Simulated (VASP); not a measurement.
Runs of VASP 6.6.1 on Rb. The structure is that of space group P6_3/mmc (No. 194), or close to it. The cells are those of the table. This isn't the form of Rb at room conditions, which is bcc.

```csv
cell,k mesh,gap on the mesh (eV),pressure (GPa)
"a = 4.780, b = 4.780, c = 15.785 Å, angles 90.0, 90.0, 120.0°, 4 atoms",9 × 9 × 3,none,0.0
"a = 4.649, b = 4.649, c = 15.353 Å, angles 90.0, 90.0, 120.0°, 4 atoms",9 × 9 × 3,none,(a)
"a = 4.780, b = 4.780, c = 15.785 Å, angles 90.0, 90.0, 120.0°, 4 atoms",7 × 7 × 2,none,0.0
"a = 4.580, b = 4.580, c = 15.127 Å, angles 90.0, 90.0, 120.0°, 4 atoms",9 × 9 × 3,none,0.6
"a = 4.715, b = 4.715, c = 15.572 Å, angles 90.0, 90.0, 120.0°, 4 atoms",9 × 9 × 3,none,0.1
"a = 4.843, b = 4.843, c = 15.993 Å, angles 90.0, 90.0, 120.0°, 4 atoms",9 × 9 × 3,none,-0.1
```

Alike in all rows: task single point; level LDA; potentials or basis VASP PAW LDA potentials, release 64 (Rb_sv); no spin polarisation; cutoff (eV) 520; smearing fermi-dirac 0.1 eV.

Task: Estimate the missing entries.

Result: (a) 0.3.

A k mesh can miss the band edges, and the runs leave out spin-orbit coupling on Rb.

A gap of «none» marks levels without a gap at the run's occupations.
